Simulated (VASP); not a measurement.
# Mg5Se2 (C2/c) in VASP: single point with PBE

Aim: the single point of Mg5Se2 with PBE.

Program: VASP 6.6.1. These are calculated values, not measurements. Logs are shortened: lines on timing, memory, paths and dates and some standing lists are left out, and cuts for length are marked.

## (1) The cell of the first run

It takes space group C2/c (No. 15, monoclinic). Conventional cell: a = 15.081 Å, b = 6.708 Å, c = 6.180 Å, α = 90.00°, β = 91.11°, γ = 90.00°. Within 3.7 Å of Mg (site symmetry 2) lie 4 Se at 2.77 to 2.80 Å and 8 Mg at 3.18 to 3.65 Å. Mg (site symmetry 1) has 3 Se at 2.76 to 2.95 Å and 7 Mg at 3.11 to 3.52 Å within 3.6 Å. Within 3.7 Å of Mg (site symmetry 1) lie 2 Se at 2.82 to 2.97 Å and 9 Mg at 3.13 to 3.38 Å. Se (site symmetry 1) has 7 Mg at 2.76 to 2.97 Å within 3.6 Å.

## (2) Single point, PBE

Input file INCAR:

```
PREC = Accurate ; ENCUT = 520
EDIFF = 1E-6 ; ISMEAR = 0
SIGMA = 0.1 ; LREAL = F
LASPH = T ; NELM = 100
ALGO = Normal ; ISIF = 2
LWAVE = F ; LCHARG = T
GGA = PE ; LELF = T
LVHAR = T ; NBANDS = 35
```

Input file KPOINTS:

```
regular mesh
0
Gamma
  6 6 6
```

Input file POSCAR:

```
Mg5Se2
1.0
    7.5404485085     -3.3541681943     -0.0086118480
    7.5404485085      3.3541681943     -0.0086118480
   -0.1126175322      0.0000000000      6.1793370818
Mg Se
10 4
Direct
    0.3546325929      0.6453674071      0.2500000000
    0.8986939571      0.5337974163      0.7242788139
    0.4662025837      0.1013060429      0.7757211861
    0.1401625181      0.0468959257      0.9050865800
    0.9531040743      0.8598374819      0.5949134200
    0.6453674071      0.3546325929      0.7500000000
    0.5337974163      0.8986939571      0.2242788139
    0.1013060429      0.4662025837      0.2757211861
    0.0468959257      0.1401625181      0.4050865800
    0.8598374819      0.9531040743      0.0949134200
    0.5284266162      0.2375824724      0.3985393310
    0.7624175276      0.4715733838      0.1014606690
    0.2375824724      0.5284266162      0.8985393310
    0.4715733838      0.7624175276      0.6014606690
```

Potentials or basis: VASP PAW PBE potentials, release 64 (Mg, Se).

The run is started by

```console
cat potpaw_PBE.64/Mg/POTCAR potpaw_PBE.64/Se/POTCAR > POTCAR
mpirun -np 1 vasp_std > vasp.out
```

OUTCAR:

```text
PREC = Accurate
   ENCUT = 520
   EDIFF = 1E-6
   ISMEAR = 0
   LREAL = F
   LASPH = T
   NELM = 100
   ISIF = 2
   GGA = PE

 ion  position               nearest neighbor table
   1  0.355  0.645  0.250-  13 2.77  14 2.77  11 2.80  12 2.80   9 3.18  10 3.18   7 3.28   8 3.28
                             4 3.30   5 3.30   6 3.65   6 3.65
   2  0.899  0.534  0.724-  14 2.76  12 2.81  13 2.95   8 3.11   5 3.13   9 3.24   4 3.27   6 3.28
                             3 3.52   3 3.52   8 3.65
   3  0.466  0.101  0.776-  13 2.76  11 2.81  14 2.95   7 3.11   4 3.13  10 3.24   5 3.27   6 3.28
                             2 3.52   2 3.52   7 3.65
   4  0.140  0.047  0.905-  14 2.82  12 2.97   3 3.13  10 3.14   9 3.15   9 3.15   6 3.18   7 3.24
                             2 3.27   1 3.30   5 3.38
   5  0.953  0.860  0.595-  13 2.82  11 2.97   2 3.13   9 3.14  10 3.15  10 3.15   6 3.18   8 3.24
                             3 3.27   1 3.30   4 3.38
   6  0.645  0.355  0.750-  11 2.77  12 2.77  13 2.80  14 2.80   4 3.18   5 3.18   2 3.28   3 3.28
                             9 3.30  10 3.30   1 3.65   1 3.65
   7  0.534  0.899  0.224-  12 2.76  14 2.81  11 2.95   3 3.11  10 3.13   4 3.24   9 3.27   1 3.28
                             8 3.52   8 3.52   3 3.65
   8  0.101  0.466  0.276-  11 2.76  13 2.81  12 2.95   2 3.11   9 3.13   5 3.24  10 3.27   1 3.28
                             7 3.52   7 3.52   2 3.65
   9  0.047  0.140  0.405-  12 2.82  14 2.97   8 3.13   5 3.14   4 3.15   4 3.15   1 3.18   2 3.24
                             7 3.27   6 3.30  10 3.38
  10  0.860  0.953  0.095-  11 2.82  13 2.97   7 3.13   4 3.14   5 3.15   5 3.15   1 3.18   3 3.24
                             8 3.27   6 3.30   9 3.38
  11  0.528  0.238  0.399-   8 2.76   6 2.77   1 2.80   3 2.81  10 2.82   7 2.95   5 2.97
  12  0.762  0.472  0.101-   7 2.76   6 2.77   1 2.80   2 2.81   9 2.82   8 2.95   4 2.97
  13  0.238  0.528  0.899-   3 2.76   1 2.77   6 2.80   8 2.81   5 2.82   2 2.95  10 2.97
  14  0.472  0.762  0.601-   2 2.76   1 2.77   6 2.80   7 2.81   4 2.82   3 2.95   9 2.97

  LATTYP: Found a base centered monoclinic cell.
 ALAT       =    15.0809068525
 B/A-ratio  =     0.4448231432
 C/A-ratio  =     0.4098137649
 COS(beta)  =    -0.0193637154

  Lattice vectors:

 A1 = (   7.5404485085,  -3.3541681943,  -0.0086118480)
 A2 = (   7.5404485085,   3.3541681943,  -0.0086118480)
 A3 = (  -0.1126175322,   0.0000000000,   6.1793370818)

Analysis of symmetry for initial positions (statically):
=====================================================================
 Subroutine PRICEL returns:
 Original cell was already a primitive cell.

 Routine SETGRP: Setting up the symmetry group for a
 base centered monoclinic supercell.

 Subroutine GETGRP returns: Found  4 space group operations
 (whereof  2 operations were pure point group operations)
 out of a pool of  4 trial point group operations.

The static configuration has the point symmetry S_2 .
 The point group associated with its full space group is C_2h.

Analysis of symmetry for dynamics (positions and initial velocities):
=====================================================================
 Subroutine PRICEL returns:
 Original cell was already a primitive cell.

 Routine SETGRP: Setting up the symmetry group for a
 base centered monoclinic supercell.

 Subroutine GETGRP returns: Found  4 space group operations
 (whereof  2 operations were pure point group operations)
 out of a pool of  4 trial point group operations.

The dynamic configuration has the point symmetry S_2 .
 The point group associated with its full space group is C_2h.

 Subroutine INISYM returns: Found  4 space group operations
 (whereof  2 operations are pure point group operations),
 and found     1 'primitive' translations

----------------------------------------------------------------------------------------

                                     Primitive cell

  volume of cell :     312.5682

  direct lattice vectors                    reciprocal lattice vectors
     7.540448508 -3.354168194 -0.008611848     0.066310433 -0.149068255  0.001208498
     7.540448508  3.354168194 -0.008611848     0.066310433  0.149068255  0.001208498
    -0.112617532  0.000000000  6.179337082     0.000184827  0.000000000  0.161833025

  length of vectors
     8.252810561  8.252810561  6.180363216     0.163155995  0.163155995  0.161833131

[... 49 lines left out ...]
     0.027192666  0.027192666  0.026972188

  Shift w.r.t. Gamma in fractional coordinates (k-lattice)
     0.000000000  0.000000000  0.000000000

 Subroutine IBZKPT returns following result:
 ===========================================

 Found     68 irreducible k-points:

 Following reciprocal coordinates:
            Coordinates               Weight
  0.000000  0.000000  0.000000      1.000000
  0.166667  0.000000  0.000000      4.000000
  0.333333 -0.000000  0.000000      4.000000
  0.500000 -0.000000  0.000000      2.000000
  0.166667  0.166667  0.000000      2.000000
  0.333333  0.166667  0.000000      4.000000
[... 16 lines left out ...]
 -0.333333  0.166667  0.166667      4.000000
 -0.166667  0.166667  0.166667      4.000000
 [... further k-points ...]
   k-points           NKPTS =     68   k-points in BZ     NKDIM =     68   number of bands    NBANDS=     35
   number of dos      NEDOS =    301   number of ions     NIONS =     14
   total plane-waves  NPLWV = 196608
   dimension x,y,z NGX =    64 NGY =   64 NGZ =   48
   dimension x,y,z NGXF=   128 NGYF=  128 NGZF=   96
   ions per type =              10   4
   NGX,Y,Z   is equivalent  to a cutoff of  12.89, 12.89, 12.91 a.u.
   NGXF,Y,Z  is equivalent  to a cutoff of  25.78, 25.78, 25.82 a.u.
 SYSTEM =  unknown system
   PREC   = accura    normal or accurate (medium, high low for compatibility)
   ISTART =      0    job   : 0-new  1-cont  2-samecut
   ICHARG =      2    charge: 1-file 2-atom 10-const
   ISPIN  =      1    spin polarized calculation?
   LNONCOLLINEAR =      F non collinear calculations
   LSORBIT =      F    spin-orbit coupling
   LASPH  =      T    aspherical Exc in radial PAW
   ENCUT  =  520.0 eV  38.22 Ry    6.18 a.u.  15.34 15.34 11.49*2*pi/ulx,y,z
   NELM   =    100;   NELMIN=  2; NELMDL= -5     # of ELM steps
   EDIFF  = 0.1E-05   stopping-criterion for ELM
   LREAL  =      F    real-space projection
   EDIFFG = 0.1E-04   stopping-criterion for IOM
   NSW    =      0    number of steps for IOM
   IBRION =     -1    ionic relax: 0-MD 1-quasi-New 2-CG
   NFREE  =      0    steps in history (QN), initial steepest desc. (CG)
   ISIF   =      2    stress and relaxation
   ISYM   =      2    0-nonsym 1-usesym 2-fastsym
   POTIM  = 0.5000    time-step for ionic-motion
   TEBEG  =    0.0;   TEEND  =   0.0 temperature during run
   PSTRESS=    0.0 pullay stress
   NELECT =      44.0000    total number of electrons
   NUPDOWN=      -1.0000    fix difference up-down
   EMIN   =  10.00;   EMAX   =-10.00  energy-range for DOS
   EFERMI =   0.00;   METHOD = LEGACY
   ISMEAR =     0;   SIGMA  =   0.10  broadening in eV -4-tet -1-fermi 0-gaus
   EFERMI_NEDOS =   21; number of points for ismear=-14 and -15
   IALGO  =     38    algorithm
   IMIX   =      4    mixing-type and parameters
     AMIX     =   0.40;   BMIX     =  1.00
     AMIX_MAG =   1.60;   BMIX_MAG =  1.00
  volume/ion in A,a.u.               =      22.33       150.67
  Fermi-wavevector in a.u.,A,eV,Ry     =   0.851617  1.609322  9.867636  0.725251
  Thomas-Fermi vector in A             =   1.967777
   LORBIT       =      0    0 simple, 1 ext, 2 COOP (PROOUT), +10 PAW based schemes
   GGA     = PE    functional components
   LHFCALC =     F    Hartree Fock is set to
   AEXX    =    0.0000 exact exchange contribution
   IVDW    =     0    specifies the selected vdW correction
   LEPSILON=     F    determine dielectric tensor
   LRPA    =     F    only Hartree local field effects (RPA)
 non-spin polarized calculation
 Gauss-broadening in eV      SIGMA  =   0.10
  energy-cutoff  :      520.00
  volume of cell :      312.57
 maximum number of plane-waves:      8447
 NGX is ok and might be reduce to    64
   NGX = 31   NGY = 31   NGZ = 23

 number of electron      43.9999998 magnetization

 Free energy of the ion-electron system (eV)
  ---------------------------------------------------
  ext. energy  EPLUGINS =         0.00000000
  ---------------------------------------------------
  free energy    TOTEN  =       -35.77077648 eV

  energy without entropy =      -35.74938733  energy(sigma->0) =      -35.76008191

 E-fermi :   3.8460     XC(G=0):  -8.8960

 val. band max:        3.8412430334   @ k =  -0.3333   0.3333   0.1667
 cond. band min:       3.8488318811   @ k =   0.5000   0.1667  -0.0000
 fundamental gap:      0.0075888477
 Fermi energy:         3.8460334358

 k-point     1 :       0.0000    0.0000    0.0000
  band No.  band energies     occupation
      1     -10.3749      2.00000
      2     -10.0070      2.00000
      3      -9.6255      2.00000
      4      -9.6063      2.00000
      5      -2.4613      2.00000
      6      -1.9255      2.00000
[... 877 lines left out ...]
     33       6.9605      0.00000
     34       7.3058      0.00000

 [... further k-points ...]

 [bands above 34 left out]

------------------------ aborting loop because EDIFF is reached ----------------------------------------

  FORCE on cell =-STRESS in cart. coord.  units (eV):
  Direction    XX          YY          ZZ          XY          YZ          ZX
  --------------------------------------------------------------------------------------
  -------------------------------------------------------------------------------------
  Total       -0.2987311     -0.1981841     -0.2643605      0.0000000      0.0000000      0.0242595
  in kB       -1.5312504     -1.0158617     -1.3550718      0.0000000      0.0000000      0.1243503
  external PRESSURE =      -1.3007279 kB  Pullay stress =       0.0000000 kB

 VOLUME and BASIS-vectors are now :
 -----------------------------------------------------------------------------
  energy-cutoff  :      520.00
  volume of cell :      312.57
      direct lattice vectors                 reciprocal lattice vectors
     7.540448508 -3.354168194 -0.008611848     0.066310433 -0.149068255  0.001208498
     7.540448508  3.354168194 -0.008611848     0.066310433  0.149068255  0.001208498
    -0.112617532  0.000000000  6.179337082     0.000184827  0.000000000  0.161833025

 POSITION                                       TOTAL-FORCE (eV/Angst)
 -----------------------------------------------------------------------------------
      7.51229      0.97517      1.53622         0.000000      0.005759      0.000000
     10.72006     -1.22392      4.46323        -0.005040     -0.000864      0.002994
      4.19191     -1.22392      4.78856         0.005040     -0.000864     -0.002994
      1.30858     -0.31283      5.59122        -0.000914      0.000600     -0.003044
     13.60339     -0.31283      3.66056         0.000914      0.000600      0.003044
      7.45599     -0.97517      4.62589         0.000000     -0.005759      0.000000
     10.77637      1.22392      1.37356        -0.005040      0.000864      0.002994
      4.24822      1.22392      1.69889         0.005040      0.000864     -0.002994
      1.36488      0.31283      2.50156        -0.000914     -0.000600     -0.003044
     13.65970      0.31283      0.57089         0.000914     -0.000600      0.003044
      5.73117     -0.97554      2.45611        -0.001632      0.001792      0.008264
      9.29342     -0.97554      0.61633         0.001632      0.001792     -0.008264
      5.67486      0.97554      5.54578        -0.001632     -0.001792      0.008264
      9.23711      0.97554      3.70600         0.001632     -0.001792     -0.008264
 -----------------------------------------------------------------------------------
    total drift:                                0.000000     -0.000000     -0.000000

  FREE ENERGIE OF THE ION-ELECTRON SYSTEM (eV)
  ---------------------------------------------------
  free  energy   TOTEN  =       -35.7707764845 eV

  energy  without entropy=      -35.7493873317  energy(sigma->0) =      -35.76008191
```

It took 11 min on 1 thread of Intel Xeon Platinum 8488C (Sapphire Rapids), shared host; peak memory 0.86 GiB.

Results:

- Free energy: -35.7708 eV
- Pressure: -0.1 GPa
- Largest force: 0.009 eV/Å
- Band gap on the k mesh: zero (band 22 reaches 4.10 eV, above the bottom of band 23 at 3.66 eV)

Forces in eV/Å, atoms in the order of the input:
```
Mg   0.000  0.006  0.000
Mg  -0.005 -0.001  0.003
Mg   0.005 -0.001 -0.003
Mg  -0.001  0.001 -0.003
Mg   0.001  0.001  0.003
Mg   0.000 -0.006  0.000
Mg  -0.005  0.001  0.003
Mg   0.005  0.001 -0.003
Mg  -0.001 -0.001 -0.003
Mg   0.001 -0.001  0.003
Se  -0.002  0.002  0.008
Se   0.002  0.002 -0.008
Se  -0.002 -0.002  0.008
Se   0.002 -0.002 -0.008
```
